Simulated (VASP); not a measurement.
Set up this calculation in VASP 6.6.1, as the native input.

```
Task                   : single point
Functional             : PBE
Potentials or basis    : VASP PAW PBE potentials, release 64 (Zn, S)
Cutoff                 : 520 eV
k mesh                 : 12 × 12 × 6
Occupations            : gaussian, width 0.02 eV
Spin                   : no spin polarisation
Dipole correction      : no
Further INCAR settings : ALGO = Normal; EDIFF = 1e-06; NBANDS = 26
```

The structure of ZnS lies in POSCAR:

```
ZnS
1.0
    3.9721365608      0.0000000000      0.0000000000
   -1.9860682804      3.4399711689      0.0000000000
    0.0000000000      0.0000000000      6.5003437361
Zn S
2 2
Direct
    0.3333333333      0.6666666667      0.0049200832
    0.6666666667      0.3333333333      0.5049200832
    0.3333333333      0.6666666667      0.3800799068
    0.6666666667      0.3333333333      0.8800799068
```

This cell differs from its parent crystal: volume scaled by 1.10, then relaxed in part.

One way to write it, as run:

INCAR

```
SYSTEM = ZnS
PREC = Accurate
ENCUT = 520
EDIFF = 1E-6
ISMEAR = 0
SIGMA = 0.02
LREAL = .FALSE.
LASPH = .TRUE.
NELM = 60
ALGO = Normal
ISIF = 2
LWAVE = .FALSE.
LCHARG = .TRUE.
GGA = PE
LELF = .TRUE.
LVHAR = .TRUE.
NBANDS = 26
```

KPOINTS

```
regular mesh
0
G
  12 12 6
  0 0 0
```

Potentials or basis: VASP PAW PBE potentials, release 64 (Zn, S).

Launch:

```console
$ cat potpaw_PBE.64/Zn/POTCAR potpaw_PBE.64/S/POTCAR > POTCAR
$ mpirun -np 1 vasp_std > vasp.out
```

It gave:

- Pressure: -5.2 GPa
- Largest force: 0.006 eV/Å
- Band gap on the k mesh: 1.67 eV, direct

Run time: 2.3 min on 1 thread of Intel(R) Xeon(R) Platinum 8259CL CPU @ 2.50GHz (Skylake/Cascade Lake), on a shared host, peak memory 0.29 GiB.
